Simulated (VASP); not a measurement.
A run of VASP 6.6.1 is set up as follows.

Contents of INCAR:

```
SYSTEM = BaTe
PREC = Accurate
ENCUT = 520
EDIFF = 1E-6
ISMEAR = 0
SIGMA = 0.05
LREAL = .FALSE.
LASPH = .TRUE.
NELM = 60
ALGO = Normal
ISIF = 2
LWAVE = .FALSE.
LCHARG = .FALSE.
NBANDS = 15
```

KPOINTS

```
Automatic mesh
0
G
  8 8 8
  0 0 0
```

POSCAR

```
BaTe
1.0
    4.1166807260      0.0000000000      0.0000000000
    0.0000000000      4.1166807260      0.0000000000
    0.0000000000      0.0000000000      3.7050126534
Ba Te
1 1
Direct
    0.0000000000      0.0000000000      0.0000000000
    0.5000000000      0.5000000000      0.5000000000
```

Potentials or basis: VASP PAW LDA potentials, release 64 (Ba_sv, Te).

Run with:

```bash
$ cat potpaw_LDA.64/Ba_sv/POTCAR potpaw_LDA.64/Te/POTCAR > POTCAR
$ mpirun -np 1 vasp_std > vasp.out
```

**Question.** What does it give for the band gap on the k mesh?

**Answer.** Zero (band 8 reaches 5.93 eV, above the bottom of band 9 at 5.50 eV).

**Question.** Estimate the pressure.

**Answer.** 5.9 GPa.

Stress tensor (GPa, compression positive):
```
 3.23  0.00  0.00
 0.00  3.23  0.00
 0.00  0.00 11.40
```

Caveat: the cell differs from its parent crystal (strain -0.1000 x Voigt [0, 0, 1, 0, 0, 0]); spin-orbit coupling is left out, which moves the levels of the heavy elements.
